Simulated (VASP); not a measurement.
The system is BiTe.

```
Bi Te
1.0
     2.42271    1.39875    3.31729
    -2.42271    1.39875    3.31729
     0.00000   -2.79750    3.31729
Bi Te
1 1
Direct
  0.50000 0.50000 0.50000
  0.00000 0.00000 0.00000
```

```yaml
Program: VASP 6.6.1
Task: relaxation of cell and atoms
Functional: PBEsol
Dispersion: D4
Potentials_or_basis: VASP PAW PBE potentials, release 64 (Bi_d, Te)
Cutoff: 600 eV
k_mesh: 7 × 7 × 7
Occupations: fermi-dirac, width 0.05 eV
Spin: no spin polarisation
```

At the start: pressure -3.6 GPa; volume 33.72 Å³/atom.

Where does the relaxation end?

Over 9 steps the energy falls by 32.4 meV/atom and the volume is 30.85 Å³/atom (-8.5 %); space group R-3m (No. 166, to 0.1 Å) before and after.

Step by step:
```csv
step,energy change (eV),largest force (eV/Å),pressure (GPa),volume (Å³)
1,0.0000,0.0000,-3.58,67.45
2,-0.0361,0.0000,2.58,60.36
3,-0.0552,0.0000,-0.02,62.83
4,-0.0552,0.0000,0.06,62.74
5,-0.0575,0.0000,0.07,62.61
6,-0.0625,0.0000,0.09,62.21
7,-0.0631,0.0000,0.02,61.30
8,-0.0648,0.0000,0.06,61.79
9,-0.0649,0.0000,0.05,61.69
```

Final structure:
```
CELL_PARAMETERS angstrom
2.40681 1.38957 3.07444
-2.40681 1.38957 3.07444
0.00000 -2.77915 3.07444
ATOMIC_POSITIONS crystal
Bi 0.50000 0.50000 0.50000
Te 0.00000 0.00000 0.00000
```

Caveat: the PAW data sets were made with another functional, which shifts forces and pressure a little.
